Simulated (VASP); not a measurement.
Wanted: the native input for a VASP 6.6.1 run.

* Task: single point
* Functional: TPSS
* Potentials or basis: VASP PAW PBE potentials, release 64 (Au)
* Cutoff: 440 eV
* k mesh: 11 × 11 × 11
* Occupations: methfessel-paxton, width 0.1 eV
* Spin: no spin polarisation
* Tolerance level: standard
* Purpose: a run that is hard to end
* Way: PBE orbitals, then all bands at once (ALGO All, ISEARCH 1)
* Further INCAR settings: ALGO = All; EDIFF = 1e-06

Au:

```xyz
1
Lattice="0.0000 2.0350 2.0350 2.0350 0.0000 2.0350 2.0350 2.0350 0.0000" Properties=species:S:1:pos:R:3 pbc="T T T"
Au    0.0000    0.0000    0.0000
```

These files were run (other wordings do the same):

POSCAR

```
Au
1.0
    0.0000000000      2.0350000000      2.0350000000
    2.0350000000      0.0000000000      2.0350000000
    2.0350000000      2.0350000000      0.0000000000
Au
1
Direct
    0.0000000000      0.0000000000      0.0000000000
```

INCAR.step1

```
ISMEAR   = 1              # smearing method
SIGMA    = 0.1            # smearing width, eV
LWAVE    = True           # write WAVECAR
LCHARG   = True           # write CHGCAR
ISIF     = 2              # what is computed and relaxed
NELM     = 100            # most SCF steps
ALGO     = Normal         # electronic algorithm
PREC     = Accurate       # precision mode
LASPH    = True           # aspherical terms in the spheres
LREAL    = False          # projectors in reciprocal space
EDIFF    = 1E-5           # SCF threshold, eV
GGA_COMPAT= False        
ENCUT    = 440            # plane-wave cutoff, eV
GGA      = PE             # functional
```

INCAR.step2

```
METAGGA  = TPSS           # meta-GGA
ISMEAR   = 1              # smearing method
SIGMA    = 0.1            # smearing width, eV
LWAVE    = False          # write WAVECAR
LCHARG   = False          # write CHGCAR
ISIF     = 2              # what is computed and relaxed
NELM     = 100            # most SCF steps
ALGO     = All            # electronic algorithm
PREC     = Accurate       # precision mode
LASPH    = True           # aspherical terms in the spheres
LREAL    = False          # projectors in reciprocal space
EDIFF    = 1E-6           # SCF threshold, eV
GGA_COMPAT= False        
ENCUT    = 440            # plane-wave cutoff, eV
LMIXTAU  = True         
ISTART   = 1            
ISEARCH  = 1
```

KPOINTS

```
k-points
0
Gamma
  11 11 11
```

Potentials or basis: VASP PAW PBE potentials, release 64 (Au).

Launch:

```console
$ cat potpaw_PBE.64/Au/POTCAR > POTCAR
$ cp INCAR.step1 INCAR
$ mpirun -np 1 vasp_std > vasp.out
$ cp INCAR.step2 INCAR
$ mpirun -np 1 vasp_std > vasp.out
```

Results of the run:

The pressure is 6.5 GPa and the band gap on the k mesh is zero (an odd number of electrons rules out a gap without spin polarisation).

Caveat: the cell stands under pressure; the PAW data sets were made with another functional, which shifts forces and pressure a little; spin-orbit coupling is left out, which moves the levels of the heavy elements.

It took 46 s on 1 thread of Intel(R) Xeon(R) Platinum 8259CL CPU @ 2.50GHz (Skylake/Cascade Lake) (shared host), peak memory 0.13 GiB.
